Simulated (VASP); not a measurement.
Wanted: the native input for a VASP 6.6.1 run.

- Task: single point
- Functional: PBEsol
- Potentials or basis: VASP PAW PBE potentials, release 64 (Si, W_sv)
- Cutoff: 520 eV
- k mesh: 9 × 9 × 1
- Occupations: gaussian, width 0.05 eV
- Spin: collinear spin
- Starting moments: [0.0, 0.0, 0.0, 0.0, 0.0, 0.0, 4.0] μB
- Dipole correction: yes
- Further INCAR settings: ALGO = Fast; EDIFF = 1e-06; NBANDS = 32

The structure of Si6W lies in POSCAR:

```
Si6W
1.0
    3.8248883545      0.0000000000      0.0000000000
   -1.9124441773      3.3124504817      0.0000000000
    0.0000000000      0.0000000000     26.1211317213
Si W
6 1
Direct
    0.6666666667      0.3333333333      0.3254070340
    0.3333333333      0.6666666667      0.3559122531
    0.3333333333      0.6666666667      0.4464642100
    0.6666666667      0.3333333333      0.4756407863
    0.6666666667      0.3333333333      0.5672640819
    0.3333333333      0.6666666667      0.5929366410
    1.0000000000      1.0000000000      0.6186795259
```

These files were run (other wordings do the same):

INCAR

```
SYSTEM = Si6W
ALGO = Fast
DIPOL = 0.5 0.5 0.483
EDIFF = 1E-6
ENCUT = 520
GGA = PS
IDIPOL = 3
ISIF = 2
ISMEAR = 0
ISPIN = 2
LASPH = .True.
LCHARG = .False.
LDIPOL = .True.
LMAXMIX = 4
LORBIT = 11
LREAL = .False.
LWAVE = .False.
MAGMOM = 0 0 0 0 0 0 4
NBANDS = 32
NELM = 150
PREC = Accurate
SIGMA = 0.05
```

KPOINTS

```
k-points
0
Gamma
  9 9 1
  0 0 0
```

Potentials or basis: VASP PAW PBE potentials, release 64 (Si, W_sv).

Command:

```bash
$ cat potpaw_PBE.64/Si/POTCAR potpaw_PBE.64/W_sv/POTCAR > POTCAR
$ mpirun -np 1 vasp_std > vasp.out
```

Results of the run:

- Largest force: 0.990 eV/Å
- Net moment: 1.64 μB per cell
- Site moments: Si +0.21, +0.02, +0.05, +0.01 (each value once); W +0.49 μB
- Valence electrons inside the program's atomic spheres: Si 1.65, 1.68, 1.69, 1.67, 1.83 (each value once); W 12.36

Caveat: a moment this small can come from the mesh or the smearing; the PAW data sets were made with another functional, which shifts forces and pressure a little.

Run time: 21 min on 1 thread of Oxide Virtual Turin-like Processor, on a shared host, peak memory 0.58 GiB.
